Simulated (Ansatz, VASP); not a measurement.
## LiF in VASP and in Ansatz

INCAR

```
SYSTEM = LiF
PREC     = Accurate       ! precision mode
ENCUT    = 520            ! plane-wave cutoff, eV
EDIFF    = 1E-6           ! SCF threshold, eV
ISMEAR   = -1             ! smearing method
SIGMA    = 0.02           ! smearing width, eV
LREAL    = .FALSE.        ! projectors in reciprocal space
LASPH    = .TRUE.         ! aspherical terms in the spheres
NELM     = 80             ! most SCF steps
ALGO     = Normal         ! electronic algorithm
ISIF     = 2              ! what is computed and relaxed
LWAVE    = .FALSE.        ! write WAVECAR
LCHARG   = .FALSE.        ! write CHGCAR
GGA      = PE             ! functional
NBANDS   = 12             ! bands
```

The input KPOINTS:

```
regular mesh
0
G
  10 10 10
  0 0 0
```

File POSCAR:

```
LiF
1.0
    0.0000000000      2.1141650707      2.1141650707
    2.1141650707      0.0000000000      2.1141650707
    2.1141650707      2.1141650707      0.0000000000
Li F
1 1
Direct
    0.0000000000      0.0000000000      0.0000000000
    0.5000000000      0.5000000000      0.5000000000
```

Input for Ansatz:

```yaml
crystal:
  lattice:
    - [0.0, 2.1141650707, 2.1141650707]
    - [2.1141650707, 0.0, 2.1141650707]
    - [2.1141650707, 2.1141650707, 0.0]
  atoms:
    - { symbol: Li, position: [0.0, 0.0, 0.0] }
    - { symbol: F, position: [0.5, 0.5, 0.5] }
kpoints:
  mp_grid: { grid: [10, 10, 10] }
  band_path:
    path:
      - [0.0, 0.0, 0.0]
      - [0.5, 0.0, 0.5]
      - [0.625, 0.25, 0.625]
      - [0.375, 0.375, 0.75]
      - [0.5, 0.5, 0.5]
      - [0.5, 0.25, 0.75]
      - [-0.0625, 0.0, 0.0625]
    npoints: 1
hamiltonian:
  xc: pbe
scf:
  occupations: { method: fermi_dirac, width: 0.02 }
  n_extra_bands: 4
output:
  forces: true
  stress: true
  eigenvalues: true
```

Change from the starting cell: hydrostatic strain +6.0%.

Alike in both runs: task single point; functional PBE; k mesh 10 × 10 × 10; occupations fermi-dirac, width 0.02 eV; no spin polarisation.

```csv
,VASP,Ansatz
version,VASP 6.6.1,Ansatz 0.2.0
potentials or method,"VASP PAW PBE potentials, release 64 (Li_sv, F)","plane waves, PAW"
plane-wave cutoff (eV),520,420
valence electrons in the cell,10,10
```

```tsv
	VASP	Ansatz	Ansatz less VASP
gap on the k mesh at the Fermi level (eV)	7.91	7.91	+0.001
```

With one functional, cell and mesh, what is left measures potentials, basis and numerics.

Noted on VASP's run: the cutoff is short for stress, so the pressure is rough.
